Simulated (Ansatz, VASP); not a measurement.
ZnS: VASP beside Ansatz

The input INCAR:

```
SYSTEM = ZnS
ALGO = Normal
EDIFF = 1E-6
ENCUT = 500
GGA = PE
GGA_COMPAT = .FALSE.
ISIF = 2
ISMEAR = 0
LASPH = .TRUE.
LCHARG = .FALSE.
LREAL = .FALSE.
LWAVE = .FALSE.
NBANDS = 16
NELM = 120
PREC = Accurate
SIGMA = 0.02
```

Contents of KPOINTS:

```
k-points
0
G
  8 8 8
  0 0 0
```

File POSCAR:

```
ZnS
1.0
    0.0000000000      2.7217879900      2.7217879900
    2.7217879900      0.0000000000      2.7217879900
    2.7217879900      2.7217879900      0.0000000000
Zn S
1 1
Direct
    0.0000000000      0.0000000000      0.0000000000
    0.2500000000      0.2500000000      0.2500000000
```

Input for Ansatz:

```yaml
crystal:
  lattice:
    - [0.0, 2.72178799, 2.72178799]
    - [2.72178799, 0.0, 2.72178799]
    - [2.72178799, 2.72178799, 0.0]
  atoms:
    - { symbol: Zn, position: [0.0, 0.0, 0.0] }
    - { symbol: S, position: [0.25, 0.25, 0.25] }
basis:
  ecutwfc: 420
kpoints:
  mp_grid: { grid: [8, 8, 8] }
  band_path:
    path:
      - [[0.0, 0.0, 0.0], [-0.5, -0.5, 0.0], [-0.375, -0.375, 0.25]]
      - [[-0.375, 0.0, 0.375], [0.0, 0.0, 0.0], [0.0, 0.0, 0.5], [-0.5, -0.25, 0.25], [-0.5, -0.5, 0.0]]
    npoints: 10
hamiltonian:
  xc: pbe
  pseudopotentials: { kind: paw }
scf:
  occupations: { method: gaussian, width: 0.02 }
  n_extra_bands: 7
output:
  forces: true
  stress: true
  eigenvalues: true
```

Alike in both runs: task single point; functional PBE; k mesh 8 × 8 × 8; occupations gaussian, width 0.02 eV; no spin polarisation.

```csv
,VASP,Ansatz
version,VASP 6.6.1,Ansatz 0.2.0
potentials or method,"VASP PAW PBE potentials, release 64 (Zn, S), cutoff 500 eV","scalar-relativistic, plane waves, PAW"
valence electrons in the cell,18,18
```

```tsv
	VASP	Ansatz	Ansatz less VASP
gap on the k mesh at the Fermi level (eV)	2.02	2.01	-0.003
least direct gap on the mesh (eV)	2.02	2.01	-0.003
pressure (GPa)	0.1	0.0	-0.14
```

The functional is the same, so the differences come from potentials, cutoffs and numerics.
